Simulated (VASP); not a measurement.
# Ti4Ge (P-3m1) in VASP: single point with PBE

Aim: the single point of Ti4Ge with PBE.

Everything below comes from runs of VASP 6.6.1. Logs are shortened: lines on timing, memory, paths and dates and some standing lists are left out, and cuts for length are marked.

### Step 1. The cell of the first run

Symmetry: P-3m1, No. 164, trigonal system. Conventional cell: a = 2.971 Å, b = 2.971 Å, c = 11.220 Å, α = 90.00°, β = 90.00°, γ = 120.00°. Within 3.7 Å of Ti (site symmetry 3m) lie 3 Ge at 2.78 Å and 9 Ti at 2.82 to 2.97 Å. Ti (site symmetry 3m) has 12 Ti at 2.82 to 2.97 Å within 3.7 Å. Within 3.7 Å of Ge (site symmetry -3m) lie 6 Ti at 2.78 Å and 6 Ge at 2.97 Å.

The cell was generated, and may not be a known phase.

### Step 2. Single point, PBE

File INCAR:

```
PREC = Accurate
ENCUT = 620
EDIFF = 1E-6
ISMEAR = 0
SIGMA = 0.1
LREAL = False
LASPH = True
NELM = 300
ALGO = All
ISIF = 2
LWAVE = False
LCHARG = False
GGA = PE
NBANDS = 39
GGA_COMPAT = False
ISEARCH = 1
KPAR = 4
```

File KPOINTS:

```
Automatic mesh
0
Gamma
  12 12 4
```

File POSCAR:

```
Ti4Ge
1.0
    2.9711818354      0.0000000000      0.0000000000
   -1.4855909177      2.5731189487      0.0000000000
    0.0000000000      0.0000000000     11.2201886280
Ti Ge
4 1
Direct
    0.3333333333      0.6666666667      0.1946543866
    0.6666666667      0.3333333333      0.3943486667
    0.3333333333      0.6666666667      0.6056513333
    0.6666666667      0.3333333333      0.8053456134
    0.0000000000      0.0000000000      0.0000000000
```

Potentials or basis: VASP PAW PBE potentials, release 64 (Ti_sv, Ge_d).

The run is started by

```bash
$ cat potpaw_PBE.64/Ti_sv/POTCAR potpaw_PBE.64/Ge_d/POTCAR > POTCAR
$ mpirun -np 4 vasp_std > vasp.out
```

OUTCAR:

```text
PREC = Accurate
   ENCUT = 620
   EDIFF = 1E-6
   ISMEAR = 0
   LREAL = False
   LASPH = True
   NELM = 300
   ISIF = 2
   GGA = PE

 ion  position               nearest neighbor table
   1  0.333  0.667  0.195-   5 2.78   5 2.78   5 2.78   2 2.82   2 2.82   2 2.82
   2  0.667  0.333  0.394-   1 2.82   1 2.82   1 2.82
   3  0.333  0.667  0.606-   4 2.82   4 2.82   4 2.82
   4  0.667  0.333  0.805-   5 2.78   5 2.78   5 2.78   3 2.82   3 2.82   3 2.82
   5  0.000  0.000  0.000-   1 2.78   4 2.78   1 2.78   4 2.78   4 2.78   1 2.78

  LATTYP: Found a hexagonal cell.
 ALAT       =     2.9711818354
 C/A-ratio  =     3.7763385917

  Lattice vectors:

 A1 = (   2.9711818354,   0.0000000000,   0.0000000000)
 A2 = (  -1.4855909177,   2.5731189487,   0.0000000000)
 A3 = (   0.0000000000,   0.0000000000,  11.2201886280)

Analysis of symmetry for initial positions (statically):
=====================================================================
 Subroutine PRICEL returns:
 Original cell was already a primitive cell.

 Routine SETGRP: Setting up the symmetry group for a
 hexagonal supercell.

 Subroutine GETGRP returns: Found 12 space group operations
 (whereof 12 operations were pure point group operations)
 out of a pool of 24 trial point group operations.

The static configuration has the point symmetry D_3d.

Analysis of symmetry for dynamics (positions and initial velocities):
=====================================================================
 Subroutine PRICEL returns:
 Original cell was already a primitive cell.

 Routine SETGRP: Setting up the symmetry group for a
 hexagonal supercell.

 Subroutine GETGRP returns: Found 12 space group operations
 (whereof 12 operations were pure point group operations)
 out of a pool of 24 trial point group operations.

The dynamic configuration has the point symmetry D_3d.

 Subroutine INISYM returns: Found 12 space group operations
 (whereof 12 operations are pure point group operations),
 and found     1 'primitive' translations

----------------------------------------------------------------------------------------

                                     Primitive cell

  volume of cell :      85.7806

  direct lattice vectors                    reciprocal lattice vectors
     2.971181835  0.000000000  0.000000000     0.336566409  0.194316707  0.000000000
    -1.485590918  2.573118949  0.000000000     0.000000000  0.388633413  0.000000000
     0.000000000  0.000000000 11.220188628     0.000000000  0.000000000  0.089125061

  length of vectors
     2.971181835  2.971181835 11.220188628     0.388633413  0.388633413  0.089125061

  position of ions in fractional coordinates (direct lattice)
     0.333333333  0.666666667  0.194654387
     0.666666667  0.333333333  0.394348667
     0.333333333  0.666666667  0.605651333
     0.666666667  0.333333333  0.805345613
     0.000000000  0.000000000  0.000000000

  ion indices of the primitive-cell ions
   primitive index   ion index
                 1           1
                 2           2
                 3           3
                 4           4
                 5           5

----------------------------------------------------------------------------------------

 KPOINTS: Automatic mesh

Automatic generation of k-mesh.
 Grid dimensions read from file:
 generate k-points for:   12   12    4

 Generating k-lattice:

  Cartesian coordinates                     Fractional coordinates (reciprocal lattice)
     0.028047201  0.016193059  0.000000000     0.083333333  0.000000000  0.000000000
     0.000000000  0.032386118  0.000000000     0.000000000  0.083333333  0.000000000
     0.000000000  0.000000000  0.022281265     0.000000000  0.000000000  0.250000000

  Length of vectors
     0.032386118  0.032386118  0.022281265

  Shift w.r.t. Gamma in fractional coordinates (k-lattice)
     0.000000000  0.000000000  0.000000000

 Subroutine IBZKPT returns following result:
 ===========================================

 Found     69 irreducible k-points:

 Following reciprocal coordinates:
            Coordinates               Weight
  0.000000  0.000000  0.000000      1.000000
  0.083333  0.000000  0.000000      6.000000
  0.166667  0.000000  0.000000      6.000000
  0.250000  0.000000  0.000000      6.000000
  0.333333 -0.000000  0.000000      6.000000
  0.416667 -0.000000  0.000000      6.000000
[... 16 lines left out ...]
  0.166667  0.000000  0.250000      6.000000
  0.000000  0.166667  0.250000      6.000000
 [... further k-points ...]
   k-points           NKPTS =     69   k-points in BZ     NKDIM =     69   number of bands    NBANDS=     39
   number of dos      NEDOS =    301   number of ions     NIONS =      5
   total plane-waves  NPLWV =  55296
   dimension x,y,z NGX =    24 NGY =   24 NGZ =   96
   dimension x,y,z NGXF=    48 NGYF=   48 NGZF=  192
   ions per type =               4   1
   NGX,Y,Z   is equivalent  to a cutoff of  13.43, 13.43, 14.22 a.u.
   NGXF,Y,Z  is equivalent  to a cutoff of  26.86, 26.86, 28.45 a.u.
 SYSTEM =  unknown system
   PREC   = accura    normal or accurate (medium, high low for compatibility)
   ISTART =      0    job   : 0-new  1-cont  2-samecut
   ICHARG =      2    charge: 1-file 2-atom 10-const
   ISPIN  =      1    spin polarized calculation?
   LNONCOLLINEAR =      F non collinear calculations
   LSORBIT =      F    spin-orbit coupling
   LASPH  =      T    aspherical Exc in radial PAW
   ENCUT  =  620.0 eV  45.57 Ry    6.75 a.u.   6.03  6.03 22.78*2*pi/ulx,y,z
   NELM   =    300;   NELMIN=  2; NELMDL= -5     # of ELM steps
   EDIFF  = 0.1E-05   stopping-criterion for ELM
   LREAL  =      F    real-space projection
   EDIFFG = 0.1E-04   stopping-criterion for IOM
   NSW    =      0    number of steps for IOM
   IBRION =     -1    ionic relax: 0-MD 1-quasi-New 2-CG
   NFREE  =      0    steps in history (QN), initial steepest desc. (CG)
   ISIF   =      2    stress and relaxation
   ISYM   =      2    0-nonsym 1-usesym 2-fastsym
   POTIM  = 0.5000    time-step for ionic-motion
   TEBEG  =    0.0;   TEEND  =   0.0 temperature during run
   PSTRESS=    0.0 pullay stress
   NELECT =      62.0000    total number of electrons
   NUPDOWN=      -1.0000    fix difference up-down
   EMIN   =  10.00;   EMAX   =-10.00  energy-range for DOS
   EFERMI =   0.00;   METHOD = LEGACY
   ISMEAR =     0;   SIGMA  =   0.10  broadening in eV -4-tet -1-fermi 0-gaus
   EFERMI_NEDOS =   21; number of points for ismear=-14 and -15
   IALGO  =     58    algorithm
   IMIX   =      4    mixing-type and parameters
     AMIX     =   0.40;   BMIX     =  1.00
     AMIX_MAG =   1.60;   BMIX_MAG =  1.00
  volume/ion in A,a.u.               =      17.16       115.78
  Fermi-wavevector in a.u.,A,eV,Ry     =   1.469182  2.776352 29.368124  2.158496
  Thomas-Fermi vector in A             =   2.584590
   LORBIT       =      0    0 simple, 1 ext, 2 COOP (PROOUT), +10 PAW based schemes
   GGA     = PE    functional components
   LHFCALC =     F    Hartree Fock is set to
   AEXX    =    0.0000 exact exchange contribution
   IVDW    =     0    specifies the selected vdW correction
   LEPSILON=     F    determine dielectric tensor
   LRPA    =     F    only Hartree local field effects (RPA)
 non-spin polarized calculation
 Gauss-broadening in eV      SIGMA  =   0.10
  energy-cutoff  :      620.00
  volume of cell :       85.78
 maximum number of plane-waves:      3048
   NGX = 13   NGY = 13   NGZ = 45

 number of electron      62.0000011 magnetization

 Free energy of the ion-electron system (eV)
  ---------------------------------------------------
  ext. energy  EPLUGINS =         0.00000000
  ---------------------------------------------------
  free energy    TOTEN  =       -36.50722456 eV

  energy without entropy =      -36.48163781  energy(sigma->0) =      -36.49443119

 E-fermi :   8.3199     XC(G=0): -11.5987

 val. band max:        8.3177950452   @ k =   0.1667   0.0000   0.5000
 cond. band min:       8.3204565864   @ k =   0.3333   0.2500   0.2500
 fundamental gap:      0.0026615412
 Fermi energy:         8.3199297740

 k-point     1 :       0.0000    0.0000    0.0000
  band No.  band energies     occupation
      1     -48.5793      2.00000
      2     -48.5697      2.00000
      3     -48.4822      2.00000
      4     -48.4355      2.00000
      5     -25.1116      2.00000
      6     -25.0033      2.00000
[... 31 lines left out ...]
     38       9.3491      0.00000
     39      10.1123      0.00000

 k-point     2 :       0.0833    0.0000    0.0000
  band No.  band energies     occupation
      1     -48.5738      2.00000
      2     -48.5649      2.00000
      3     -48.4785      2.00000
      4     -48.4329      2.00000
      5     -25.0999      2.00000
      6     -24.9986      2.00000
[... 31 lines left out ...]
     38       9.4326      0.00000
     39       9.9962      0.00000

 k-point     3 :       0.1667    0.0000    0.0000
  band No.  band energies     occupation
      1     -48.5588      2.00000
      2     -48.5515      2.00000
      3     -48.4684      2.00000
      4     -48.4262      2.00000
      5     -25.0674      2.00000
      6     -24.9877      2.00000
[... 31 lines left out ...]
     38       9.5675      0.00000
     39       9.7582      0.00000

 k-point     4 :       0.2500    0.0000    0.0000
  band No.  band energies     occupation
      1     -48.5379      2.00000
      2     -48.5329      2.00000
      3     -48.4544      2.00000
      4     -48.4175      2.00000
      5     -25.0227      2.00000
      6     -24.9809      2.00000
[... 31 lines left out ...]
     38       9.7886      0.00000
     39      10.1073      0.00000
[... 754 lines left out ...]
     38       9.4335      0.00000
     39       9.9992      0.00000

 k-point    23 :       0.1667    0.0000    0.2500
  band No.  band energies     occupation
      1     -48.5588      2.00000
      2     -48.5515      2.00000
      3     -48.4684      2.00000
      4     -48.4262      2.00000
      5     -25.0664      2.00000
      6     -24.9893      2.00000
[... 31 lines left out ...]
     38       9.5649      0.00000
     39       9.8772      0.00000

 k-point    24 :       0.0000    0.1667    0.2500
  band No.  band energies     occupation
      1     -48.5588      2.00000
      2     -48.5515      2.00000
      3     -48.4684      2.00000
      4     -48.4262      2.00000
      5     -25.0665      2.00000
      6     -24.9892      2.00000
[... 31 lines left out ...]
     38       9.6547      0.00000
     39       9.7232      0.00000

 [... further k-points ...]

------------------------ aborting loop because EDIFF is reached ----------------------------------------

  FORCE on cell =-STRESS in cart. coord.  units (eV):
  Direction    XX          YY          ZZ          XY          YZ          ZX
  --------------------------------------------------------------------------------------
  -------------------------------------------------------------------------------------
  Total       -0.1053732     -0.1053732     -0.1046767     -0.0000000      0.0000000      0.0000000
  in kB       -1.9681198     -1.9681198     -1.9551116     -0.0000000      0.0000000      0.0000000
  external PRESSURE =      -1.9637837 kB  Pullay stress =       0.0000000 kB

 VOLUME and BASIS-vectors are now :
 -----------------------------------------------------------------------------
  energy-cutoff  :      620.00
  volume of cell :       85.78
      direct lattice vectors                 reciprocal lattice vectors
     2.971181835  0.000000000  0.000000000     0.336566409  0.194316707  0.000000000
    -1.485590918  2.573118949  0.000000000     0.000000000  0.388633413  0.000000000
     0.000000000  0.000000000 11.220188628     0.000000000  0.000000000  0.089125061

 POSITION                                       TOTAL-FORCE (eV/Angst)
 -----------------------------------------------------------------------------------
     -0.00000      1.71541      2.18406        -0.000000      0.000000      0.011480
      1.48559      0.85771      4.42467        -0.000000      0.000000      0.003620
     -0.00000      1.71541      6.79552        -0.000000      0.000000     -0.003620
      1.48559      0.85771      9.03613         0.000000     -0.000000     -0.011480
      0.00000      0.00000      0.00000        -0.000000      0.000000      0.000000
 -----------------------------------------------------------------------------------
    total drift:                                0.000000      0.000000     -0.000000

  FREE ENERGIE OF THE ION-ELECTRON SYSTEM (eV)
  ---------------------------------------------------
  free  energy   TOTEN  =       -36.5072245583 eV

  energy  without entropy=      -36.4816363982  energy(sigma->0) =      -36.49443048
```

It took 4.4 min on 4 MPI ranks of Intel Xeon Platinum 8259CL at 2.50GHz (Skylake/Cascade Lake), shared host; peak memory 0.64 GiB.

What came out:

| Property | Result |
| --- | --- |
| Free energy | -36.5072 eV |
| Pressure | -0.2 GPa |
| Largest force | 0.011 eV/Å |
| Band gap on the k mesh | zero (bands 31 and 32 overlap by 1.37 eV) |

Forces in eV/Å, atoms in the order of the input:
```
Ti   0.000  0.000  0.011
Ti   0.000  0.000  0.004
Ti   0.000  0.000 -0.004
Ti   0.000  0.000 -0.011
Ge   0.000  0.000  0.000
```

Levels at points of the mesh, in eV from the Fermi level:
| k point | band 29 | band 30 | band 31 | band 32 | band 33 | band 34 |
| --- | --- | --- | --- | --- | --- | --- |
| (0.00, 0.00, 0.00) | 0.54 | 0.61 | 0.61 | 0.65 | 0.65 | 0.72 |
| (0.50, 0.00, 0.00) | -1.00 | -0.82 | -0.78 | 0.42 | 0.76 | 1.00 |
| (0.00, 0.00, 0.50) | 0.55 | 0.58 | 0.58 | 0.65 | 0.65 | 0.78 |
| (0.50, 0.00, 0.50) | -1.04 | -0.75 | -0.40 | 0.58 | 0.73 | 0.74 |
